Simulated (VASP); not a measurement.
**Zr5Ti3: single point with PBE**

The system is Zr5Ti3.

```xyz
24
Lattice="8.0884 -0.0717 0.2860 -0.0717 7.8939 -0.0068 0.2860 -0.0068 8.1198" Properties=species:S:1:pos:R:3 pbc="T T T"
Zr    6.2759    0.8708    3.1702
Zr    0.4943    3.5874    6.6246
Zr    6.8969    6.1757    6.5088
Zr    2.3464    0.9280    6.8520
Zr    0.9595    0.6677    1.7567
Zr    4.9048    6.2455    4.3427
Zr    4.0078    0.4580    1.0250
Zr    7.6619    3.4542    2.0026
Zr    0.3819    0.8110    4.7112
Zr    1.2037    6.1356    8.0270
Zr    5.5318    3.3256    8.1989
Zr    2.3265    3.4028    0.7527
Zr    3.5018    3.6088    5.8672
Zr    6.5570    3.3458    5.1144
Zr    3.4963    1.1085    3.9303
Ti    4.0400    6.0716    7.4764
Ti    1.8320    6.1716    5.0722
Ti    7.9283    5.8118    3.6463
Ti    6.9500    1.0698    0.0108
Ti    1.6219    3.4714    3.6867
Ti    2.7375    6.0525    2.1964
Ti    6.0258    6.0812    1.3526
Ti    4.7187    3.6647    2.9457
Ti    5.2705    0.7766    6.2499
```

```json
{"Program": "VASP 6.6.1", "Task": "single point", "Functional": "PBE", "Potentials or basis": "VASP PAW PBE potentials, release 64 (Zr_sv, Ti_sv)", "Cutoff": "520 eV", "k mesh": "1 × 1 × 1, shifted", "Occupations": "fermi-dirac, width 0.05 eV", "Spin": "no spin polarisation"}
```

| Quantity | Value |
| --- | --- |
| Pressure | -1.9 GPa |
| Largest force | 1.005 eV/Å |
| Band gap on the k mesh | 0.07 eV |

Forces on the atoms (eV/Å):
```
Zr   0.025 -0.022 -0.305
Zr   0.410 -0.040  0.159
Zr   0.043  0.159  0.407
Zr  -0.017 -0.530 -0.096
Zr   0.264 -0.236  0.092
Zr  -0.398 -0.108 -0.112
Zr   0.327  0.950 -0.004
Zr  -0.711  0.088 -0.383
Zr  -0.254  0.122  0.401
Zr  -0.194 -0.037  0.511
Zr  -0.032 -0.020 -0.279
Zr   0.604 -0.153  0.086
Zr  -0.068  0.408 -0.267
Zr  -0.572  0.012 -0.588
Zr  -0.791 -0.177  0.134
Ti   0.277 -0.326 -0.140
Ti   0.565 -0.155  0.112
Ti  -0.329  0.271 -0.550
Ti   0.625 -0.501  0.150
Ti   0.471  0.207  0.047
Ti  -0.049 -0.615  0.428
Ti  -0.228  0.162  0.323
Ti  -0.234  0.316 -0.208
Ti   0.266  0.225  0.084
```

Stress tensor (GPa, compression positive):
```
-0.12 -0.65  0.87
-0.65 -4.11  1.72
 0.87  1.72 -1.46
```

Levels at points of the mesh, in eV from the valence-band top:
```tsv
k point	band 141	band 142	band 143	band 144	band 145	band 146	band 147	band 148
(0.25, 0.25, 0.25)	-0.13	-0.09	-0.05	0.00	0.07	0.14	0.21	0.24
```

Wall time 7.3 min on 1 thread of Intel Xeon 6975P-C, on a shared host, peak memory 0.53 GiB.

Caveat: the k points lie up to 0.80 Å⁻¹ apart.
